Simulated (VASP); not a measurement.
NiO2:

```
Ni O
1.0
     1.40530    0.81135    4.81450
    -1.40530    0.81135    4.81450
     0.00000   -1.62270    4.81450
Ni O
1 2
Direct
  0.00000 0.00000 0.00000
  0.60130 0.60130 0.60130
  0.39870 0.39870 0.39870
```

```yaml
Program: VASP 6.6.1
Task: relaxation of cell and atoms
Functional: LDA
Potentials_or_basis: VASP PAW LDA potentials, release 64 (Ni, O)
Cutoff: 600 eV
k_mesh: 12 × 12 × 12
Occupations: gaussian, width 0.02 eV
Spin: no spin polarisation
```

At the start: pressure -10.7 GPa; volume 10.98 Å³/atom.

Problem. How do energy, volume and symmetry change on relaxing?

Solution. Over 22 steps the energy falls by 22.2 meV/atom and the volume is 10.19 Å³/atom (-7.2 %); space group R-3m (No. 166, to 0.05 Å).

The path:
| step | energy change (eV) | largest force (eV/Å) | pressure (GPa) | volume (Å³) |
| --- | --- | --- | --- | --- |
| 1 | 0.0000 | 0.7893 | -10.67 | 32.94 |
| 2 | 0.0917 | 1.6579 | 20.39 | 29.57 |
| 3 | -0.0633 | 0.0599 | -0.46 | 31.55 |
| 4 | -0.0633 | 0.0788 | -0.25 | 31.52 |
| 5 | -0.0639 | 0.0492 | -0.14 | 31.44 |
| 6 | -0.0641 | 0.0200 | -0.07 | 31.36 |
| 7 | -0.0641 | 0.0085 | -0.09 | 31.33 |
| 8 | -0.0646 | 0.0054 | -0.02 | 31.25 |
| 9 | -0.0656 | 0.0005 | -0.16 | 31.02 |
| 10 | -0.0664 | 0.0097 | -0.17 | 30.55 |
| 11 | -0.0664 | 0.0069 | -0.27 | 30.62 |
| 12 | -0.0664 | 0.0091 | -0.15 | 30.58 |
| 13 | -0.0664 | 0.0091 | -0.18 | 30.60 |
| 14 | -0.0658 | 0.0867 | 1.32 | 30.39 |
| 15 | -0.0665 | 0.0079 | -0.07 | 30.57 |
| 16 | -0.0665 | 0.0118 | 0.03 | 30.55 |
| 17 | -0.0665 | 0.0111 | 0.05 | 30.56 |
| 18 | -0.0665 | 0.0094 | 0.02 | 30.56 |
| 19 | -0.0665 | 0.0064 | -0.28 | 30.56 |
| 20 | -0.0665 | 0.0090 | 0.09 | 30.56 |
| 21 | -0.0663 | 0.0432 | -0.57 | 30.62 |
| 22 | -0.0665 | 0.0004 | -0.02 | 30.57 |

Final structure:
```yaml
crystal:
  lattice:
    - [1.38081, 0.79721, 4.62858]
    - [-1.38081, 0.79721, 4.62858]
    - [0.00000, -1.59443, 4.62858]
  atoms:
    - { symbol: Ni, position: [0.00000, 0.00000, 0.00000] }
    - { symbol: O, position: [0.60017, 0.60017, 0.60017] }
    - { symbol: O, position: [0.39983, 0.39983, 0.39983] }
```
